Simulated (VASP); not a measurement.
# NbCu (Fm-3m) in VASP: notebook, part 2 of 2

VASP 6.6.1.

### Step 3. Single point, PBEsol

This run uses another cell than the first one, of 15.97 Å³/atom, 0.988 times its volume.

INCAR

```
SYSTEM = NbCu
ALGO = Normal
EDIFF = 1E-6
ENCUT = 520
GGA = PS
ISIF = 2
ISMEAR = -1
LASPH = .TRUE.
LCHARG = .FALSE.
LREAL = .FALSE.
LWAVE = .FALSE.
NBANDS = 19
NELM = 80
PREC = Accurate
SIGMA = 0.05
```

KPOINTS

```
k-points
0
G
  9 9 9
  0 0 0
```

POSCAR

```
NbCu
1.0
    0.0000000000      2.5184420320      2.5184420320
    2.5184420320      0.0000000000      2.5184420320
    2.5184420320      2.5184420320      0.0000000000
Nb Cu
1 1
Direct
    0.0000000000      0.0000000000      0.0000000000
    0.5000000000      0.5000000000      0.5000000000
```

Potentials or basis: VASP PAW PBE potentials, release 64 (Nb_sv, Cu).

Command:

```sh
$ cat potpaw_PBE.64/Nb_sv/POTCAR potpaw_PBE.64/Cu/POTCAR > POTCAR
$ mpirun -np 1 vasp_std > vasp.out
```

OUTCAR:

```text
SYSTEM = NbCu
   EDIFF = 1E-6
   ENCUT = 520
   GGA = PS
   ISIF = 2
   ISMEAR = -1
   LASPH = .TRUE.
   LREAL = .FALSE.
   NELM = 80
   PREC = Accurate

 ion  position               nearest neighbor table
   1  0.000  0.000  0.000-   2 2.52   2 2.52   2 2.52   2 2.52   2 2.52   2 2.52
   2  0.500  0.500  0.500-   1 2.52   1 2.52   1 2.52   1 2.52   1 2.52   1 2.52

  LATTYP: Found a face centered cubic cell.
 ALAT       =     5.0368840640

  Lattice vectors:

 A1 = (   0.0000000000,   2.5184420320,   2.5184420320)
 A2 = (   2.5184420320,   0.0000000000,   2.5184420320)
 A3 = (   2.5184420320,   2.5184420320,   0.0000000000)

Analysis of symmetry for initial positions (statically):
=====================================================================
 Subroutine PRICEL returns:
 Original cell was already a primitive cell.

 Routine SETGRP: Setting up the symmetry group for a
 face centered cubic supercell.

 Subroutine GETGRP returns: Found 48 space group operations
 (whereof 48 operations were pure point group operations)
 out of a pool of 48 trial point group operations.

The static configuration has the point symmetry O_h .

Analysis of symmetry for dynamics (positions and initial velocities):
=====================================================================
 Subroutine PRICEL returns:
 Original cell was already a primitive cell.

 Routine SETGRP: Setting up the symmetry group for a
 face centered cubic supercell.

 Subroutine GETGRP returns: Found 48 space group operations
 (whereof 48 operations were pure point group operations)
 out of a pool of 48 trial point group operations.

The dynamic configuration has the point symmetry O_h .

 Subroutine INISYM returns: Found 48 space group operations
 (whereof 48 operations are pure point group operations),
 and found     1 'primitive' translations

----------------------------------------------------------------------------------------

[... 103 lines left out ...]
   NELECT =      24.0000    total number of electrons
   NUPDOWN=      -1.0000    fix difference up-down
   EMIN   =  10.00;   EMAX   =-10.00  energy-range for DOS
   EFERMI =   0.00;   METHOD = LEGACY
   ISMEAR =    -1;   SIGMA  =   0.05  broadening in eV -4-tet -1-fermi 0-gaus
   EFERMI_NEDOS =   21; number of points for ismear=-14 and -15
   IALGO  =     38    algorithm
   IMIX   =      4    mixing-type and parameters
     AMIX     =   0.40;   BMIX     =  1.00
     AMIX_MAG =   1.60;   BMIX_MAG =  1.00
  volume/ion in A,a.u.               =      15.97       107.79
  Fermi-wavevector in a.u.,A,eV,Ry     =   1.488230  2.812346 30.134558  2.214828
  Thomas-Fermi vector in A             =   2.601291
   LORBIT       =      0    0 simple, 1 ext, 2 COOP (PROOUT), +10 PAW based schemes
   GGA     = PS    functional components
   LHFCALC =     F    Hartree Fock is set to
   AEXX    =    0.0000 exact exchange contribution
   IVDW    =     0    specifies the selected vdW correction
   LEPSILON=     F    determine dielectric tensor
   LRPA    =     F    only Hartree local field effects (RPA)
 non-spin polarized calculation
  energy-cutoff  :      520.00
  volume of cell :       31.95
 maximum number of plane-waves:       889
   NGX = 13   NGY = 13   NGZ = 13

 number of electron      24.0000006 magnetization

 Free energy of the ion-electron system (eV)
  ---------------------------------------------------
  ext. energy  EPLUGINS =         0.00000000
  ---------------------------------------------------
  free energy    TOTEN  =       -13.73221861 eV

  energy without entropy =      -13.70807282  energy(sigma->0) =      -13.72014571

 E-fermi :   8.9006     XC(G=0): -12.3354

 val. band max:        8.8879395550   @ k =  -0.3333   0.3333   0.1111
 cond. band min:       8.9328684766   @ k =  -0.4444   0.4444   0.0000
 fundamental gap:      0.0449289217
 Fermi energy:         8.9006135562

 k-point     1 :       0.0000    0.0000    0.0000
  band No.  band energies     occupation
      1     -46.0164      2.00000
      2     -21.9805      2.00000
      3     -21.9805      2.00000
      4     -21.9805      2.00000
      5       1.6044      2.00000
      6       4.3682      2.00000
[... 505 lines left out ...]
      6       4.3310      2.00000
[... 11 lines left out ...]
     18      16.0105      0.00000
     19      21.6216      0.00000

 [... further k-points ...]
[... 5 lines left out ...]
  --------------------------------------------------------------------------------------
  -------------------------------------------------------------------------------------
  Total        0.3471598      0.3471598      0.3471598     -0.0000000     -0.0000000      0.0000000
  in kB       17.4106149     17.4106149     17.4106149     -0.0000000     -0.0000000      0.0000000
  external PRESSURE =      17.4106149 kB  Pullay stress =       0.0000000 kB

 VOLUME and BASIS-vectors are now :
 -----------------------------------------------------------------------------
  energy-cutoff  :      520.00
  volume of cell :       31.95
      direct lattice vectors                 reciprocal lattice vectors
     0.000000000  2.518442032  2.518442032    -0.198535441  0.198535441  0.198535441
     2.518442032  0.000000000  2.518442032     0.198535441 -0.198535441  0.198535441
     2.518442032  2.518442032  0.000000000     0.198535441  0.198535441 -0.198535441

 POSITION                                       TOTAL-FORCE (eV/Angst)
 -----------------------------------------------------------------------------------
      0.00000      0.00000      0.00000        -0.000000      0.000000     -0.000000
      2.51844      2.51844      2.51844         0.000000     -0.000000      0.000000
 -----------------------------------------------------------------------------------
    total drift:                                0.000000      0.000000      0.000000

  FREE ENERGIE OF THE ION-ELECTRON SYSTEM (eV)
  ---------------------------------------------------
  free  energy   TOTEN  =       -13.7322186112 eV

  energy  without entropy=      -13.7080728188  energy(sigma->0) =      -13.72014571
```

stdout:

```text
POSCAR found type information on POSCAR NbCu
 POSCAR found :  2 types and       2 ions
 scaLAPACK will be used
 -----------------------------------------------------------------------------
|                                                                             |
|                                                                             |
|     You enforced a specific xc type in the INCAR file but a different       |
|     I HOPE YOU KNOW WHAT YOU ARE DOING!                                     |
|                                                                             |
 -----------------------------------------------------------------------------

 LDA part: xc-table for (Slater+PW92), standard interpolation
 POSCAR, INCAR and KPOINTS ok, starting setup
 FFT: planning ... GRIDC
 FFT: planning ... GRID_SOFT
 FFT: planning ... GRID
 WAVECAR not read
 entering main loop
```

Wall time 12 s (1 thread of Intel Xeon 6975P-C (Granite Rapids), shared host); peak memory 0.16 GiB.

Results:

- Free energy: -13.7322 eV
- Pressure: 1.7 GPa
- Band gap on the k mesh: zero (band 12 reaches 9.99 eV, above the bottom of band 13 at 8.01 eV)

Caveat: the PAW data sets were made with another functional, which shifts forces and pressure a little.
